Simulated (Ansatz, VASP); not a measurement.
## Sn in VASP and in Ansatz

INCAR

```
SYSTEM = Sn
  PREC = Accurate
  ENCUT = 520
  EDIFF = 1E-6
  ISMEAR = 0
  SIGMA = 0.05
  LREAL = .FALSE.
  LASPH = .TRUE.
  NELM = 60
  ALGO = Normal
  ISIF = 2
  LWAVE = .FALSE.
  LCHARG = .TRUE.
  GGA = PE
  LELF = .TRUE.
  LVHAR = .TRUE.
  NBANDS = 21
```

The input KPOINTS:

```
regular mesh
0
G
  12 12 12
  0 0 0
```

The input POSCAR:

```
Sn
1.0
    0.0000000000      3.2686366104      3.2686366104
    3.2686366104      0.0000000000      3.2686366104
    3.2686366104      3.2686366104      0.0000000000
Sn
2
Direct
    0.7500000000      0.7500000000      0.7500000000
    0.5000000000      0.5000000000      0.5000000000
```

Input for Ansatz:

```yaml
crystal:
  lattice:
    - [0.0, 3.2686366104, 3.2686366104]
    - [3.2686366104, 0.0, 3.2686366104]
    - [3.2686366104, 3.2686366104, 0.0]
  atoms:
    - { symbol: Sn, position: [0.75, 0.75, 0.75] }
    - { symbol: Sn, position: [0.5, 0.5, 0.5] }
basis:
  ecutwfc: 600
  ecutrho_ratio: 5
kpoints:
  mp_grid: { grid: [12, 12, 12] }
hamiltonian:
  xc: pbe
scf:
  occupations: { method: gaussian, width: 0.05 }
output:
  forces: true
  stress: true
  eigenvalues: true
```

Alike in both runs: task single point; functional PBE; k mesh 12 × 12 × 12; occupations gaussian, width 0.05 eV; no spin polarisation.

|  | VASP | Ansatz |
| --- | --- | --- |
| version | VASP 6.6.1 | Ansatz 0.2.0 |
| potentials or method | VASP PAW PBE potentials, release 64 (Sn_d), cutoff 520 eV | scalar-relativistic, plane waves, PAW |
| valence electrons in the cell | 28 | 28 |

Ansatz gave:

- gap on the k mesh at the Fermi level (eV): none
- pressure (GPa): 2.2

Task: Which values does VASP return?

Result: gap on the k mesh at the Fermi level (eV): none; pressure (GPa): 2.1.

A gap of «none» marks a metal or a gap that the smearing closes.
